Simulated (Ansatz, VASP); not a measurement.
## Two plane-wave programs on CdO

POSCAR

```
CdO
1.0
    0.0000000000      2.3530040397      2.3530040397
    2.3530040397      0.0000000000      2.3530040397
    2.3530040397      2.3530040397      0.0000000000
Cd O
1 1
Direct
    0.0000000000      0.0000000000      0.0000000000
    0.5000000000      0.5000000000      0.5000000000
```

The input INCAR.step1:

```
SYSTEM = CdO
PREC = Accurate
ENCUT = 770
ISMEAR = -1
SIGMA = 0.02
LREAL = .False.
LASPH = .True.
NELM = 120
NBANDS = 20
GGA = PE
ALGO = Normal
EDIFF = 1E-5
LWAVE = .True.
LCHARG = .False.
GGA_COMPAT = .False.
```

The input INCAR.step2:

```
SYSTEM = CdO
PREC = Accurate
ENCUT = 770
EDIFF = 1E-6
ISMEAR = -1
SIGMA = 0.02
LREAL = .False.
LASPH = .True.
NELM = 120
ALGO = Normal
ISIF = 2
LWAVE = .False.
LCHARG = .False.
METAGGA = R2SCAN
LMIXTAU = .True.
NBANDS = 20
ISTART = 1
GGA_COMPAT = .False.
```

KPOINTS

```
Automatic mesh
0
Gamma
  10 10 10
  0 0 0
```

Input for Ansatz:

```yaml
crystal:
  lattice:
    - [0.0, 2.3530040397, 2.3530040397]
    - [2.3530040397, 0.0, 2.3530040397]
    - [2.3530040397, 2.3530040397, 0.0]
  atoms:
    - { symbol: Cd, position: [0.0, 0.0, 0.0] }
    - { symbol: O, position: [0.5, 0.5, 0.5] }
kpoints:
  mp_grid: { grid: [10, 10, 10] }
  band_path:
    path:
      - [0.0, 0.0, 0.0]
      - [0.5, 0.0, 0.5]
      - [0.625, 0.25, 0.625]
      - [0.375, 0.375, 0.75]
      - [0.5, 0.5, 0.5]
      - [0.5, 0.25, 0.75]
    npoints: 1
hamiltonian:
  xc: r2scan
scf:
  occupations: { method: fermi_dirac, width: 0.02 }
  n_extra_bands: 4
output:
  forces: true
  stress: true
  eigenvalues: true
```

Alike in both runs: task single point; functional r2SCAN; k mesh 10 × 10 × 10; occupations fermi-dirac, width 0.02 eV; no spin polarisation.

|  | VASP | Ansatz |
| --- | --- | --- |
| version | VASP 6.6.1 | Ansatz 0.2.0 |
| potentials or method | VASP PAW PBE potentials, release 64 (Cd_sv_GW, O) | plane waves, PAW |
| plane-wave cutoff (eV) | 770 | 500 |
| valence electrons in the cell | 26 | 26 |

|  | VASP | Ansatz | Ansatz less VASP |
| --- | --- | --- | --- |
| pressure (GPa) | -0.4 | 0.0 | +0.38 |

VASP's potentials were made for PBE, not for r2SCAN. With one functional, cell and mesh, what is left measures potentials, basis and numerics.
